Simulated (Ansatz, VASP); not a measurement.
# Al in VASP and in Ansatz

The input INCAR:

```
SYSTEM = Al
  PREC = Accurate
  ENCUT = 520
  EDIFF = 1E-7
  ISMEAR = 0
  SIGMA = 0.1
  LREAL = .FALSE.
  LASPH = .TRUE.
  NELM = 60
  ALGO = Normal
  ISIF = 2
  LWAVE = .FALSE.
  LCHARG = .FALSE.
  GGA = CA
  NBANDS = 8
```

KPOINTS

```
Automatic mesh
0
G
  14 14 14
  0 0 0
```

File POSCAR:

```
Al
1.0
    0.0000000000      1.9916090303      1.9916090303
    1.9916090303      0.0000000000      1.9916090303
    1.9916090303      1.9916090303      0.0000000000
Al
1
Direct
    0.0000000000      0.0000000000      0.0000000000
```

Input for Ansatz:

```yaml
crystal:
  lattice:
    - [0.0, 1.9916090303, 1.9916090303]
    - [1.9916090303, 0.0, 1.9916090303]
    - [1.9916090303, 1.9916090303, 0.0]
  atoms:
    - { symbol: Al, position: [0.0, 0.0, 0.0] }
hamiltonian:
  xc: lda
  pseudopotentials:
    kind: paw
    azcp:
      Al: "pseudopotentials/Al.paw.azcp"
basis:
  ecutwfc: 420
  fft_grid_basis: typed
kpoints:
  mp_grid: { grid: [14, 14, 14], shift: [0, 0, 0] }
magnetization:
  spin_polarized: false
scf:
  occupations: { method: gaussian, width: 0.1 }
  lower_state_search: "off"
output:
  stress: true
```

Alike in both runs: task single point; functional LDA; k mesh 14 × 14 × 14; occupations gaussian, width 0.1 eV; no spin polarisation.

|  | VASP | Ansatz |
| --- | --- | --- |
| version | VASP 6.6.1 | Ansatz 0.2.0 |
| potentials or method | VASP PAW LDA potentials, release 64 (Al), cutoff 520 eV | plane waves (420 eV) with PAW, scalar-relativistic |
| valence electrons in the cell | 3 | 3 |

```tsv
	VASP	Ansatz	Ansatz less VASP
pressure (GPa)	-0.2	-0.2	-0.07
```

Ansatz warns that its potentials were made for another functional, while VASP's fit it. LDA's correlation is that of Perdew and Zunger in VASP and of Perdew and Wang (1992) in Ansatz.
